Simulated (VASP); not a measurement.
HfC:

```
Hf C
1.0
     3.32993    0.00000    0.00000
    -1.66497    2.88381    0.00000
     0.00000    0.00000    5.22749
Hf C
2 2
Direct
  0.33333 0.66667 0.25000
  0.66667 0.33333 0.75000
  0.00000 0.00000 0.00000
  0.00000 0.00000 0.50000
```

Base run:

| Item | Value |
| --- | --- |
| Program | VASP 6.6.1 |
| Functional | PBE |
| Potentials or basis | VASP PAW PBE potentials, release 64 (Hf_pv, C) |
| Cutoff | 520 eV |
| k mesh | 12 × 12 × 8 |
| Occupations | gaussian, width 0.05 eV |
| Spin | no spin polarisation |

Its results: band gap on the k mesh zero (bands 14 and 15 overlap by 1.38 eV); pressure -0.7 GPa.

The run is repeated on the same cell with these changes: functional from PBE to LDA; potentials or basis from VASP PAW PBE potentials, release 64 (Hf_pv, C) to VASP PAW LDA potentials, release 64 (Hf_pv, C). What comes out?

Band gap on the k mesh zero (bands 14 and 15 overlap by 1.34 eV); pressure -11.7 GPa.

Caveats: spin-orbit coupling is left out, which moves the levels of the heavy elements; the cell stands under tension (at least some runs).
